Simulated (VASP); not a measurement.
Input of a VASP 6.6.1 run:

The input INCAR:

```
SYSTEM = YS
  PREC = Accurate
  ENCUT = 520
  EDIFF = 1E-8
  ISMEAR = -1
  SIGMA = 0.01
  LREAL = .False.
  LASPH = .True.
  NELM = 100
  ALGO = Normal
  ISIF = 2
  LWAVE = .False.
  LCHARG = .False.
  GGA = CA
  LEFG = .True.
  NBANDS = 16
```

The input KPOINTS:

```
regular mesh
0
Gamma
  8 8 8
  0 0 0
```

Contents of POSCAR:

```
YS
1.0
    0.0000000000      2.7618203971      2.7618203971
    2.7618203971      0.0000000000      2.7618203971
    2.7618203971      2.7618203971      0.0000000000
Y S
1 1
Direct
    0.5000000000      0.5000000000      0.5000000000
    0.0000000000      0.0000000000      0.0000000000
```

Potentials or basis: VASP PAW LDA potentials, release 64 (Y_sv, S).

Launch:

```bash
$ cat potpaw_LDA.64/Y_sv/POTCAR potpaw_LDA.64/S/POTCAR > POTCAR
$ mpirun -np 1 vasp_std > vasp.out
```

Predict the band gap on the k mesh.

zero (an odd number of electrons rules out a gap without spin polarisation).

Estimate the pressure.

-5.5 GPa.

Caveat: the cell stands under tension.
